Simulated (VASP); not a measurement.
# In (P6_3/mmc) in VASP: further runs, part 2 of 3

VASP 6.6.1. Earlier steps stand in the parts before.

## (3) Single point, PBE

This run uses another cell than the first one, of 24.87 Å³/atom.

Input file INCAR:

```
ALGO = Normal
EDIFF = 1E-6
ENCUT = 520
GGA = PE
ISIF = 2
ISMEAR = -1
LASPH = True
LCHARG = False
LREAL = False
LWAVE = False
NBANDS = 34
NELM = 80
PREC = Accurate
SIGMA = 0.05
```

Input file KPOINTS:

```
k-points
0
Gamma
  9 9 3
```

Input file POSCAR:

```
In
1.0
    3.2951747201      0.0000000000      0.0000000000
   -1.6475873600      2.8537050175      0.0000000000
    0.0000000000      0.0000000000     10.5792442876
In
4
Direct
    0.6666666667      0.3333333333      0.7500000000
    0.0000000000      0.0000000000      0.5000000000
    0.3333333333      0.6666666667      0.2500000000
    0.0000000000      0.0000000000      0.0000000000
```

Potentials or basis: VASP PAW PBE potentials, release 64 (In_d).

Started as:

```bash
$ cat potpaw_PBE.64/In_d/POTCAR > POTCAR
$ mpirun -np 1 vasp_std > vasp.out
```

OUTCAR:

```text
EDIFF = 1E-6
   ENCUT = 520
   GGA = PE
   ISIF = 2
   ISMEAR = -1
   LASPH = True
   LREAL = False
   NELM = 80
   PREC = Accurate

 ion  position               nearest neighbor table
   1  0.667  0.333  0.750-   2 3.26   4 3.26   2 3.26   4 3.26   2 3.26   4 3.26
   2  0.000  0.000  0.500-   1 3.26   3 3.26   3 3.26   1 3.26   1 3.26   3 3.26
   3  0.333  0.667  0.250-   2 3.26   4 3.26   2 3.26   4 3.26   2 3.26   4 3.26
   4  0.000  0.000  0.000-   1 3.26   3 3.26   3 3.26   1 3.26   1 3.26   3 3.26

[... 1087 lines left out ...]
  Direction    XX          YY          ZZ          XY          YZ          ZX
  --------------------------------------------------------------------------------------
  -------------------------------------------------------------------------------------
  Total        2.7087740      2.7087740      3.2326798      0.0000000      0.0000000      0.0000000
  in kB       43.6255771     43.6255771     52.0632290      0.0000000      0.0000000      0.0000000
  external PRESSURE =      46.4381277 kB  Pullay stress =       0.0000000 kB

 VOLUME and BASIS-vectors are now :
 -----------------------------------------------------------------------------
  energy-cutoff  :      520.00
  volume of cell :       99.48
      direct lattice vectors                 reciprocal lattice vectors
     3.295174720  0.000000000  0.000000000     0.303474045  0.175210821  0.000000000
    -1.647587360  2.853705017  0.000000000     0.000000000  0.350421643  0.000000000
     0.000000000  0.000000000 10.579244288     0.000000000  0.000000000  0.094524710

 POSITION                                       TOTAL-FORCE (eV/Angst)
 -----------------------------------------------------------------------------------
      1.64759      0.95124      7.93443        -0.000000      0.000000      0.000000
      0.00000      0.00000      5.28962        -0.000000     -0.000000      0.000000
     -0.00000      1.90247      2.64481         0.000000      0.000000     -0.000000
      0.00000      0.00000      0.00000        -0.000000     -0.000000      0.000000
 -----------------------------------------------------------------------------------
    total drift:                                0.000000     -0.000000      0.000000

  FREE ENERGIE OF THE ION-ELECTRON SYSTEM (eV)
  ---------------------------------------------------
  free  energy   TOTEN  =       -10.0762035178 eV

  energy  without entropy=      -10.0540778980  energy(sigma->0) =      -10.06514071
```

OSZICAR:

```text
N       E                     dE             d eps       ncg     rms          rms(c)
DAV:   1     0.506259488168E+03    0.50626E+03   -0.24859E+04  1640   0.216E+03
DAV:   2     0.420069499499E+02   -0.46425E+03   -0.45676E+03  1632   0.485E+02
DAV:   3    -0.803372233860E+01   -0.50041E+02   -0.49334E+02  1830   0.183E+02
DAV:   4    -0.101034580708E+02   -0.20697E+01   -0.20646E+01  1970   0.414E+01
DAV:   5    -0.102031816918E+02   -0.99724E-01   -0.99706E-01  2546   0.692E+00    0.520E+00
DAV:   6    -0.100989868867E+02    0.10419E+00   -0.20565E-01  2184   0.608E+00    0.248E+00
DAV:   7    -0.100775501638E+02    0.21437E-01   -0.67631E-02  2178   0.317E+00    0.509E-01
DAV:   8    -0.100761394004E+02    0.14108E-02   -0.58058E-03  1976   0.965E-01    0.524E-02
DAV:   9    -0.100762017923E+02   -0.62392E-04   -0.43931E-04  2468   0.346E-01    0.271E-02
DAV:  10    -0.100762043592E+02   -0.25670E-05   -0.58311E-05  2220   0.985E-02    0.111E-02
DAV:  11    -0.100762035178E+02    0.84146E-06   -0.50257E-06  1790   0.179E-02
   1 F= -.10076204E+02 E0= -.10065141E+02  d E =-.221256E-01
```

stdout:

```text
POSCAR found type information on POSCAR In
 POSCAR found :  1 types and       4 ions
 scaLAPACK will be used
 LDA part: xc-table for (Slater+PW92), standard interpolation
 POSCAR, INCAR and KPOINTS ok, starting setup
 FFT: planning ... GRIDC
 FFT: planning ... GRID_SOFT
 FFT: planning ... GRID
 WAVECAR not read
 entering main loop
```

Run time: 91 s. Hardware: 1 thread of Intel Xeon 8259CL, shared host; peak memory 0.26 GiB.

Results:

```yaml
Free_energy: -10.0762 eV
Pressure: 4.6 GPa
Band_gap_on_the_k_mesh: zero (bands 26 and 27 overlap by 5.18 eV)
```

Levels at points of the mesh, in eV from the Fermi level:
| k point | band 24 | band 25 | band 26 | band 27 | band 28 | band 29 |
| --- | --- | --- | --- | --- | --- | --- |
| (0.00, 0.00, 0.00) | -4.15 | -3.55 | 3.54 | 3.55 | 8.50 | 8.50 |

Caveat: the cell stands under pressure; spin-orbit coupling is left out, which moves the levels of the heavy elements.

## (4) Single point, PBE

This run uses another cell than the first one, of 25.40 Å³/atom.

Input file INCAR:

```
SYSTEM = In
PREC = Accurate
ENCUT = 520
EDIFF = 1E-6
ISMEAR = -1
SIGMA = 0.05
LREAL = .FALSE.
LASPH = .TRUE.
NELM = 100
ALGO = Fast
ISIF = 2
LWAVE = .FALSE.
LCHARG = .TRUE.
GGA = PE
LELF = .TRUE.
LVHAR = .TRUE.
NBANDS = 34
```

Input file KPOINTS:

```
Automatic mesh
0
G
  9 9 3
  0 0 0
```

Input file POSCAR:

```
In
1.0
    3.3183809404      0.0000000000      0.0000000000
   -1.6591904702      2.8738021938      0.0000000000
    0.0000000000      0.0000000000     10.6537484627
In
4
Direct
    0.6666666667      0.3333333333      0.7500000000
    0.0000000000      0.0000000000      0.5000000000
    0.3333333333      0.6666666667      0.2500000000
    0.0000000000      0.0000000000      0.0000000000
```

Potentials or basis: VASP PAW PBE potentials, release 64 (In_d).

Started as:

```bash
$ cat potpaw_PBE.64/In_d/POTCAR > POTCAR
$ mpirun -np 1 vasp_std > vasp.out
```

OUTCAR:

```text
SYSTEM = In
   PREC = Accurate
   ENCUT = 520
   EDIFF = 1E-6
   ISMEAR = -1
   LREAL = .FALSE.
   LASPH = .TRUE.
   NELM = 100
   ISIF = 2
   GGA = PE

 ion  position               nearest neighbor table
   1  0.667  0.333  0.750-   2 3.28   4 3.28   2 3.28   4 3.28   2 3.28   4 3.28
   2  0.000  0.000  0.500-   1 3.28   3 3.28   3 3.28   1 3.28   1 3.28   3 3.28
   3  0.333  0.667  0.250-   2 3.28   4 3.28   2 3.28   4 3.28   2 3.28   4 3.28
   4  0.000  0.000  0.000-   1 3.28   3 3.28   3 3.28   1 3.28   1 3.28   3 3.28

  LATTYP: Found a hexagonal cell.
 ALAT       =     3.3183809404
 C/A-ratio  =     3.2105260529

  Lattice vectors:

 A1 = (   3.3183809404,   0.0000000000,   0.0000000000)
 A2 = (  -1.6591904702,   2.8738021938,   0.0000000000)
 A3 = (   0.0000000000,   0.0000000000,  10.6537484627)

Analysis of symmetry for initial positions (statically):
=====================================================================
 Subroutine PRICEL returns:
 Original cell was already a primitive cell.

 Routine SETGRP: Setting up the symmetry group for a
 hexagonal supercell.

 Subroutine GETGRP returns: Found 24 space group operations
[... 171 lines left out ...]
 E-fermi :   7.8650     XC(G=0): -10.3950

 val. band max:        7.8636613289   @ k =   0.3333   0.3333   0.3333
 cond. band min:       7.8863708702   @ k =   0.3333   0.2222   0.3333
 fundamental gap:      0.0227095413
 Fermi energy:         7.8649733955

 k-point     1 :       0.0000    0.0000    0.0000
  band No.  band energies     occupation
      1      -6.8825      2.00000
      2      -6.8364      2.00000
      3      -6.8152      2.00000
      4      -6.8152      2.00000
      5      -6.8099      2.00000
      6      -6.7922      2.00000
[... 877 lines left out ...]
     33      12.3252      0.00000
     34      12.9218      0.00000

------------------------ aborting loop because EDIFF is reached ----------------------------------------

  FORCE on cell =-STRESS in cart. coord.  units (eV):
  Direction    XX          YY          ZZ          XY          YZ          ZX
  --------------------------------------------------------------------------------------
  -------------------------------------------------------------------------------------
  Total        2.0420016      2.0420016      2.5528434      0.0000000      0.0000000      0.0000000
  in kB       32.2018719     32.2018719     40.2577233      0.0000000      0.0000000      0.0000000
  external PRESSURE =      34.8871557 kB  Pullay stress =       0.0000000 kB

 VOLUME and BASIS-vectors are now :
 -----------------------------------------------------------------------------
  energy-cutoff  :      520.00
  volume of cell :      101.60
      direct lattice vectors                 reciprocal lattice vectors
     3.318380940  0.000000000  0.000000000     0.301351779  0.173985531  0.000000000
    -1.659190470  2.873802194  0.000000000     0.000000000  0.347971062  0.000000000
     0.000000000  0.000000000 10.653748463     0.000000000  0.000000000  0.093863677

 POSITION                                       TOTAL-FORCE (eV/Angst)
 -----------------------------------------------------------------------------------
      1.65919      0.95793      7.99031        -0.000000     -0.000000      0.000000
      0.00000      0.00000      5.32687        -0.000000      0.000000      0.000000
     -0.00000      1.91587      2.66344         0.000000      0.000000     -0.000000
      0.00000      0.00000      0.00000        -0.000000      0.000000      0.000000
 -----------------------------------------------------------------------------------
    total drift:                                0.000000     -0.000000      0.000000

  FREE ENERGIE OF THE ION-ELECTRON SYSTEM (eV)
  ---------------------------------------------------
  free  energy   TOTEN  =       -10.1310163100 eV

  energy  without entropy=      -10.1084000830  energy(sigma->0) =      -10.11970820
```

OSZICAR:

```text
N       E                     dE             d eps       ncg     rms          rms(c)
DAV:   1     0.507014606508E+03    0.50701E+03   -0.25001E+04  1632   0.216E+03
DAV:   2     0.410753138597E+02   -0.46594E+03   -0.45844E+03  1634   0.486E+02
DAV:   3    -0.817041550014E+01   -0.49246E+02   -0.48626E+02  1842   0.183E+02
DAV:   4    -0.101454570948E+02   -0.19750E+01   -0.19699E+01  1972   0.409E+01
DAV:   5    -0.102511558525E+02   -0.10570E+00   -0.10568E+00  2650   0.699E+00    0.493E+00
RMM:   6    -0.101514137755E+02    0.99742E-01   -0.18514E-01  1831   0.476E+00    0.262E+00
RMM:   7    -0.101312327819E+02    0.20181E-01   -0.87912E-02  1834   0.266E+00    0.411E-01
RMM:   8    -0.101304482589E+02    0.78452E-03   -0.12482E-02  2078   0.153E+00    0.115E-01
RMM:   9    -0.101308296900E+02   -0.38143E-03   -0.39121E-03  2319   0.466E-01    0.137E-01
RMM:  10    -0.101310819073E+02   -0.25222E-03   -0.18852E-03  1909   0.570E-01    0.136E-01
RMM:  11    -0.101309474070E+02    0.13450E-03   -0.96170E-04  2045   0.317E-01    0.285E-02
RMM:  12    -0.101310041609E+02   -0.56754E-04   -0.56409E-04  2380   0.154E-01    0.682E-02
RMM:  13    -0.101310171604E+02   -0.12999E-04   -0.11455E-04  2565   0.596E-02    0.627E-02
RMM:  14    -0.101310186329E+02   -0.14725E-05   -0.17875E-05  2123   0.231E-02    0.596E-02
RMM:  15    -0.101310169226E+02    0.17103E-05   -0.32344E-06  1200   0.184E-02    0.550E-02
RMM:  16    -0.101310163100E+02    0.61268E-06   -0.17655E-06  1019   0.896E-03
   1 F= -.10131016E+02 E0= -.10119708E+02  d E =-.226162E-01
```

stdout:

```text
POSCAR found type information on POSCAR In
 POSCAR found :  1 types and       4 ions
 scaLAPACK will be used
 LDA part: xc-table for (Slater+PW92), standard interpolation
 POSCAR, INCAR and KPOINTS ok, starting setup
 FFT: planning ... GRIDC
 FFT: planning ... GRID_SOFT
 FFT: planning ... GRID
 WAVECAR not read
 entering main loop
```

Wall time 2.7 min (1 thread of Intel Xeon 8259CL, shared host); peak memory 0.26 GiB.

What came out:

| Property | Result |
| --- | --- |
| Free energy | -10.1310 eV |
| Pressure | 3.5 GPa |
| Band gap on the k mesh | zero (bands 26 and 27 overlap by 5.05 eV) |

Levels at points of the mesh, in eV from the Fermi level:
```csv
k point,band 23,band 24,band 25,band 26,band 27,band 28,band 29,band 30
"(0.00, 0.00, 0.00)",-8.28,-4.14,-3.45,3.48,3.49,8.36,8.36,9.26
```

Caveat: the cell stands under pressure; spin-orbit coupling is left out, which moves the levels of the heavy elements.

(Part 2 of 3 ends here.)
